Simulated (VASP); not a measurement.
# Cu (Pm-3n) in VASP: relaxation of cell and atoms with PBE

Aim: the relaxation of cell and atoms of Cu with PBE.

All numbers are computed with VASP 6.6.1; they aren't measurements. Logs are shortened: lines on timing, memory, paths and dates and some standing lists are left out, and cuts for length are marked.

**1. The cell of the first run**

Symmetry: Pm-3n, No. 223, cubic system. Conventional cell: a = 4.609 Å, b = 4.609 Å, c = 4.609 Å, α = 90.00°, β = 90.00°, γ = 90.00°. Within 3.4 Å of Cu (site symmetry m-3) lie 12 Cu at 2.58 Å. Within 3.0 Å of Cu (site symmetry -4m2) lie 14 Cu at 2.30 to 2.82 Å.

**2. Relaxation of cell and atoms, PBE**

INCAR reads:

```
PREC = Accurate
ENCUT = 600
EDIFF = 1E-6
ISMEAR = 0
SIGMA = 0.1
LREAL = False
LASPH = True
NELM = 60
ALGO = Fast
ISIF = 3
LWAVE = False
LCHARG = False
GGA = PE
IBRION = 2
NSW = 100
EDIFFG = -0.01
```

KPOINTS reads:

```
regular mesh
0
Gamma
  8 8 8
```

POSCAR reads:

```
Cu
1.0
    4.6093965509      0.0000000000      0.0000000000
    0.0000000000      4.6093965509      0.0000000000
    0.0000000000      0.0000000000      4.6093965509
Cu
8
Direct
    0.5000000000      0.5000000000      0.5000000000
    0.0000000000      0.0000000000      0.0000000000
    0.2500000000      0.0000000000      0.5000000000
    0.5000000000      0.2500000000      0.0000000000
    0.5000000000      0.7500000000      0.0000000000
    0.7500000000      0.0000000000      0.5000000000
    0.0000000000      0.5000000000      0.7500000000
    0.0000000000      0.5000000000      0.2500000000
```

Potentials or basis: VASP PAW PBE potentials, release 64 (Cu).

Run with:

```console
$ cat potpaw_PBE.64/Cu/POTCAR > POTCAR
$ mpirun -np 1 vasp_std > vasp.out
```

OUTCAR:

```text
PREC = Accurate
   ENCUT = 600
   EDIFF = 1E-6
   ISMEAR = 0
   LREAL = False
   LASPH = True
   NELM = 60
   ISIF = 3
   GGA = PE
   IBRION = 2
   NSW = 100
   EDIFFG = -0.01

 ion  position               nearest neighbor table
   1  0.500  0.500  0.500-   3 2.58   4 2.58   5 2.58   6 2.58   7 2.58   8 2.58   4 2.58   5 2.58
                             3 2.58   6 2.58   7 2.58   8 2.58
   2  0.000  0.000  0.000-   3 2.58   4 2.58   5 2.58   6 2.58   7 2.58   8 2.58   3 2.58   6 2.58
                             7 2.58   8 2.58   4 2.58   5 2.58
   3  0.250  0.000  0.500-   6 2.30   6 2.30   1 2.58   2 2.58   1 2.58   2 2.58
   4  0.500  0.250  0.000-   5 2.30   5 2.30   1 2.58   1 2.58   2 2.58   2 2.58
   5  0.500  0.750  0.000-   4 2.30   4 2.30   1 2.58   1 2.58   2 2.58   2 2.58
   6  0.750  0.000  0.500-   3 2.30   3 2.30   1 2.58   2 2.58   1 2.58   2 2.58
   7  0.000  0.500  0.750-   8 2.30   8 2.30   1 2.58   2 2.58   2 2.58   1 2.58
   8  0.000  0.500  0.250-   7 2.30   7 2.30   1 2.58   2 2.58   2 2.58   1 2.58

  LATTYP: Found a simple cubic cell.
 ALAT       =     4.6093965509

  Lattice vectors:

 A1 = (   4.6093965509,   0.0000000000,   0.0000000000)
 A2 = (   0.0000000000,   4.6093965509,   0.0000000000)
 A3 = (   0.0000000000,   0.0000000000,   4.6093965509)

Analysis of symmetry for initial positions (statically):
=====================================================================
 Subroutine PRICEL returns:
 Original cell was already a primitive cell.

 Routine SETGRP: Setting up the symmetry group for a
 simple cubic supercell.

 Subroutine GETGRP returns: Found 48 space group operations
 (whereof 24 operations were pure point group operations)
 out of a pool of 48 trial point group operations.

The static configuration has the point symmetry T_h .
 The point group associated with its full space group is O_h .

Analysis of symmetry for dynamics (positions and initial velocities):
=====================================================================
 Subroutine PRICEL returns:
 Original cell was already a primitive cell.

 Routine SETGRP: Setting up the symmetry group for a
 simple cubic supercell.

 Subroutine GETGRP returns: Found 48 space group operations
 (whereof 24 operations were pure point group operations)
 out of a pool of 48 trial point group operations.

The dynamic configuration has the point symmetry T_h .
 The point group associated with its full space group is O_h .

 Subroutine INISYM returns: Found 48 space group operations
 (whereof 24 operations are pure point group operations),
 and found     1 'primitive' translations

----------------------------------------------------------------------------------------

                                     Primitive cell

  volume of cell :      97.9337

  direct lattice vectors                    reciprocal lattice vectors
     4.609396551  0.000000000  0.000000000     0.216948138  0.000000000  0.000000000
     0.000000000  4.609396551  0.000000000     0.000000000  0.216948138  0.000000000
     0.000000000  0.000000000  4.609396551     0.000000000  0.000000000  0.216948138

  length of vectors
     4.609396551  4.609396551  4.609396551     0.216948138  0.216948138  0.216948138

  position of ions in fractional coordinates (direct lattice)
     0.500000000  0.500000000  0.500000000
     0.000000000  0.000000000  0.000000000
     0.250000000  0.000000000  0.500000000
     0.500000000  0.250000000  0.000000000
     0.500000000  0.750000000  0.000000000
     0.750000000  0.000000000  0.500000000
     0.000000000  0.500000000  0.750000000
     0.000000000  0.500000000  0.250000000

  ion indices of the primitive-cell ions
   primitive index   ion index
                 1           1
                 2           2
                 3           3
                 4           4
                 5           5
                 6           6
[... 96 lines left out ...]
  Fermi-wavevector in a.u.,A,eV,Ry     =   1.579762  2.985317 33.955350  2.495648
  Thomas-Fermi vector in A             =   2.680092
   LORBIT       =      0    0 simple, 1 ext, 2 COOP (PROOUT), +10 PAW based schemes
   GGA     = PE    functional components
   LHFCALC =     F    Hartree Fock is set to
   AEXX    =    0.0000 exact exchange contribution
   IVDW    =     0    specifies the selected vdW correction
   LEPSILON=     F    determine dielectric tensor
   LRPA    =     F    only Hartree local field effects (RPA)
 conjugate gradient relaxation of ions
 non-spin polarized calculation
 RMM-DIIS sequential band-by-band and
 Gauss-broadening in eV      SIGMA  =   0.10
  energy-cutoff  :      600.00
  volume of cell :       97.93
 maximum number of plane-waves:      3328
 NGX is ok and might be reduce to    40
   NGX = 19   NGY = 19   NGZ = 19

--------------------------------------- Ionic step        1  -------------------------------------------

 number of electron      88.0000125 magnetization

 Free energy of the ion-electron system (eV)
  ---------------------------------------------------
  ext. energy  EPLUGINS =         0.00000000
  ---------------------------------------------------
  free energy    TOTEN  =       -29.03114060 eV

  energy without entropy =      -29.01489443  energy(sigma->0) =      -29.02301752

------------------------ aborting loop because EDIFF is reached ----------------------------------------

  FORCE on cell =-STRESS in cart. coord.  units (eV):
  Direction    XX          YY          ZZ          XY          YZ          ZX
  --------------------------------------------------------------------------------------
  -------------------------------------------------------------------------------------
  Total        0.5960857      0.5960857      0.5960857      0.0000000     -0.0000000     -0.0000000
  in kB        9.7518516      9.7518516      9.7518516      0.0000000     -0.0000000     -0.0000000
  external PRESSURE =       9.7518516 kB  Pullay stress =       0.0000000 kB

 VOLUME and BASIS-vectors are now :
 -----------------------------------------------------------------------------
  energy-cutoff  :      600.00
  volume of cell :       97.93
      direct lattice vectors                 reciprocal lattice vectors
     4.609396551  0.000000000  0.000000000     0.216948138  0.000000000  0.000000000
     0.000000000  4.609396551  0.000000000     0.000000000  0.216948138  0.000000000
     0.000000000  0.000000000  4.609396551     0.000000000  0.000000000  0.216948138

 POSITION                                       TOTAL-FORCE (eV/Angst)
 -----------------------------------------------------------------------------------
      2.30470      2.30470      2.30470        -0.000000      0.000000     -0.000000
      0.00000      0.00000      0.00000        -0.000000      0.000000     -0.000000
      1.15235      0.00000      2.30470         0.000000     -0.000000      0.000000
      2.30470      1.15235      0.00000        -0.000000     -0.000000      0.000000
      2.30470      3.45705      0.00000        -0.000000      0.000000     -0.000000
      3.45705      0.00000      2.30470        -0.000000      0.000000      0.000000
      0.00000      2.30470      3.45705         0.000000      0.000000      0.000000
      0.00000      2.30470      1.15235         0.000000     -0.000000     -0.000000
 -----------------------------------------------------------------------------------
    total drift:                               -0.000000     -0.000000     -0.000000

  FREE ENERGIE OF THE ION-ELECTRON SYSTEM (eV)
  ---------------------------------------------------
  free  energy   TOTEN  =       -29.0311406050 eV

  energy  without entropy=      -29.0148944344  energy(sigma->0) =      -29.02301752

--------------------------------------- Ionic step        2  -------------------------------------------

 number of electron      88.0000135 magnetization

 Free energy of the ion-electron system (eV)
  ---------------------------------------------------
  ext. energy  EPLUGINS =         0.00000000
  ---------------------------------------------------
  free energy    TOTEN  =       -29.03274529 eV

  energy without entropy =      -29.01644870  energy(sigma->0) =      -29.02459700

 E-fermi :   7.1054     XC(G=0): -12.4453

 val. band max:        7.0735357006   @ k =   0.3750   0.3750   0.3750
 cond. band min:       7.1302317751   @ k =   0.3750   0.2500   0.1250
 fundamental gap:      0.0566960746
 Fermi energy:         7.1053848184

 k-point     1 :       0.0000    0.0000    0.0000
  band No.  band energies     occupation
      1      -1.9778      2.00000
      2       2.0661      2.00000
      3       2.0661      2.00000
      4       2.5358      2.00000
      5       3.0476      2.00000
      6       3.0476      2.00000
[... 1309 lines left out ...]
     51      13.5539      0.00000
     52      14.1561      0.00000

 [... further k-points ...]

------------------------ aborting loop because EDIFF is reached ----------------------------------------

  FORCE on cell =-STRESS in cart. coord.  units (eV):
  Direction    XX          YY          ZZ          XY          YZ          ZX
  --------------------------------------------------------------------------------------
  -------------------------------------------------------------------------------------
  Total       -0.0783890     -0.0783890     -0.0783890      0.0000000      0.0000000     -0.0000000
  in kB       -1.2686994     -1.2686994     -1.2686994      0.0000000      0.0000000     -0.0000000
  external PRESSURE =      -1.2686994 kB  Pullay stress =       0.0000000 kB

 VOLUME and BASIS-vectors are now :
 -----------------------------------------------------------------------------
  energy-cutoff  :      600.00
  volume of cell :       98.99
      direct lattice vectors                 reciprocal lattice vectors
     4.625965463  0.000000000 -0.000000000     0.216171091 -0.000000000 -0.000000000
     0.000000000  4.625965463 -0.000000000    -0.000000000  0.216171091  0.000000000
     0.000000000 -0.000000000  4.625965463     0.000000000  0.000000000  0.216171091

 POSITION                                       TOTAL-FORCE (eV/Angst)
 -----------------------------------------------------------------------------------
      2.31298      2.31298      2.31298         0.000000     -0.000000     -0.000000
      4.62597      0.00000      4.62597         0.000000     -0.000000     -0.000000
      1.15649      4.62597      2.31298         0.000000      0.000000      0.000000
      2.31298      1.15649     -0.00000         0.000000     -0.000000      0.000000
      2.31298      3.46947      4.62597        -0.000000      0.000000     -0.000000
      3.46947      0.00000      2.31298        -0.000000     -0.000000      0.000000
      0.00000      2.31298      3.46947        -0.000000     -0.000000      0.000000
      0.00000      2.31298      1.15649         0.000000     -0.000000     -0.000000
 -----------------------------------------------------------------------------------
    total drift:                               -0.000000     -0.000000     -0.000000

  FREE ENERGIE OF THE ION-ELECTRON SYSTEM (eV)
  ---------------------------------------------------
  free  energy   TOTEN  =       -29.0327452946 eV

  energy  without entropy=      -29.0164487006  energy(sigma->0) =      -29.02459700

 reached required accuracy - stopping structural energy minimisation
```

It took 6.7 min on 1 thread of Intel Xeon 8259CL, shared host; peak memory 0.33 GiB.

What came out:

| Property | Result |
| --- | --- |
| Free energy | -29.0327 eV |
| Relaxed volume | 12.37 Å³/atom |
| Relaxed cell | a = 4.626 Å, b = 4.626 Å, c = 4.626 Å, α = 90.00°, β = 90.00°, γ = 90.00° |
| Space group after relaxing (to 0.1 Å) | Pm-3n (No. 223) |
| Energy gained by relaxing | 0.2 meV/atom |
| Ionic steps | 2 |
| Pressure after relaxing | -0.1 GPa |
| Band gap on the k mesh | zero (bands 44 and 45 overlap by 1.78 eV) |

Step by step:
```tsv
step	energy change (eV)	largest force (eV/Å)	pressure (GPa)	volume (Å³)
1	0.0000	0.0000	0.98	97.93
2	-0.0016	0.0000	-0.13	98.99
```

Final structure:
```
Cu
1.0
     4.62597    0.00000    0.00000
     0.00000    4.62597    0.00000
     0.00000    0.00000    4.62597
Cu
8
Direct
  0.50000 0.50000 0.50000
  0.00000 0.00000 0.00000
  0.25000 0.00000 0.50000
  0.50000 0.25000 0.00000
  0.50000 0.75000 0.00000
  0.75000 0.00000 0.50000
  0.00000 0.50000 0.75000
  0.00000 0.50000 0.25000
```

Levels at points of the mesh, in eV from the Fermi level:
```csv
k point,band 40,band 41,band 42,band 43,band 44,band 45,band 46,band 47,band 48,band 49
"(0.00, 0.00, 0.00)",-1.64,-1.64,-0.15,-0.15,-0.15,0.99,0.99,1.14,6.22,6.22
"(0.50, 0.00, 0.00)",-1.65,-1.43,-1.43,0.75,0.75,0.99,0.99,2.71,2.71,3.08
"(0.50, 0.50, 0.00)",-1.73,-1.65,-1.54,-1.54,-1.37,1.14,2.63,2.63,3.28,4.07
"(0.50, 0.50, 0.50)",-1.83,-1.02,-1.02,-1.02,-1.02,-1.02,-1.02,-0.81,-0.81,12.01
```

The gap in the log of VASP goes by the Fermi energy; the results here count the filled bands.